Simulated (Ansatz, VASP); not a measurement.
## SrO in VASP and in Ansatz

```xyz
2
Lattice="0.0000 2.8068 2.8068 2.8068 0.0000 2.8068 2.8068 2.8068 0.0000" Properties=species:S:1:pos:R:3 pbc="T T T"
Sr    2.8068    2.8068    2.8068
O     1.4034    1.4034    1.4034
```

Change from the starting cell: ordered vacancies on the anion sites of rutile (Pmn2_1, No. 31).

Alike in both runs: functional PBE; k mesh 8 × 8 × 8; occupations gaussian, width 0.02 eV; no spin polarisation.

Ansatz relaxed the structure, and its values are those at the end. VASP's run is a single point on that final structure, the one shown.

|  | VASP | Ansatz |
| --- | --- | --- |
| version | VASP 6.6.1 | Ansatz 0.2.0 |
| potentials or method | VASP PAW PBE potentials, release 64 (Sr_sv, O), cutoff 520 eV | scalar-relativistic, plane waves, PAW |
| valence electrons in the cell | 16 | 16 |

|  | VASP | Ansatz | Ansatz less VASP |
| --- | --- | --- | --- |
| gap on the k mesh at the Fermi level (eV) | 2.48 | 2.48 | -0.005 |
| least direct gap on the mesh (eV) | 3.30 | 3.29 | -0.008 |
| pressure (GPa) | 0.4 | 0.0 | -0.44 |
